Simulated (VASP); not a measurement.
**BeCd3: single point with PBE**

BeCd3:

```
CELL_PARAMETERS angstrom
-2.07211 2.07211 4.62861
2.07211 -2.07211 4.62861
2.07211 2.07211 -4.62861
ATOMIC_POSITIONS crystal
Be 0.00000 0.00000 0.00000
Cd 0.50000 0.50000 0.00000
Cd 0.25000 0.75000 0.50000
Cd 0.75000 0.25000 0.50000
```

```yaml
Program: VASP 6.6.1
Task: single point
Functional: PBE
Potentials_or_basis: VASP PAW PBE potentials, release 64 (Be, Cd)
Cutoff: 520 eV
k_mesh: 6 × 6 × 6
Occupations: gaussian, width 0.1 eV
Spin: no spin polarisation
```

The pressure is -1.6 GPa and the band gap on the k mesh is zero (bands 19 and 20 overlap by 2.68 eV).

Stress tensor (GPa, compression positive):
```
 0.30  0.00  0.00
 0.00  0.30  0.00
 0.00  0.00 -5.28
```

Levels at points of the mesh, in eV from the Fermi level:
```tsv
k point	band 15	band 16	band 17	band 18	band 19	band 20	band 21	band 22	band 23	band 24
(0.00, 0.00, 0.00)	-8.50	-8.10	-1.92	0.02	1.41	1.41	2.10	2.10	2.64	3.52
(0.50, 0.00, 0.00)	-8.45	-5.89	-5.80	-1.94	-1.82	2.46	3.36	3.87	4.03	4.66
(0.50, 0.50, 0.00)	-8.33	-3.91	-3.71	-2.58	-2.54	-1.27	-1.09	3.26	3.43	3.53
(0.50, 0.50, 0.50)	-8.10	-7.03	-6.63	-0.58	-0.58	2.24	2.46	4.59	5.28	5.28
```

It took 64 s on 1 thread of AMD EPYC 9R14 (Zen 4), with other jobs on the host, peak memory 0.24 GiB.
